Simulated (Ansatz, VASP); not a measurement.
## One calculation of Hf, two programs

```xyz
1
Lattice="-1.8050 1.8050 1.8050 1.8050 -1.8050 1.8050 1.8050 1.8050 -1.8050" Properties=species:S:1:pos:R:3 pbc="T T T"
Hf    0.0000    0.0000    0.0000
```

Alike in both runs: task relaxation of cell and atoms; functional PBE; k mesh 16 × 16 × 16; occupations gaussian, width 0.1 eV; no spin polarisation.

|  | VASP | Ansatz |
| --- | --- | --- |
| version | VASP 6.6.1 | Ansatz 0.2.0 |
| potentials or method | VASP PAW PBE potentials, release 64 (Hf_pv), cutoff 600 eV | scalar-relativistic, plane waves, PAW |
| valence electrons in the cell | 10 | 26 |

VASP gave:

```
gap on the k mesh at the Fermi level, each at its own relaxed structure (eV) : none
relaxed volume (Å³/atom)                                                     : 22.19
relaxed cell length with the largest relative difference (Å)                 : 3.066
```

Question: Estimate Ansatz's values.

Answer: gap on the k mesh at the Fermi level, each at its own relaxed structure (eV): none; relaxed volume (Å³/atom): 22.27; relaxed cell length with the largest relative difference (Å): 3.070.

A gap of «none» marks a metal or a gap that the smearing closes. VASP's potentials hold 10 valence electrons a cell and Ansatz's 26, so a difference there can come from the potentials and not from the codes.

Neither program's run includes spin-orbit coupling.
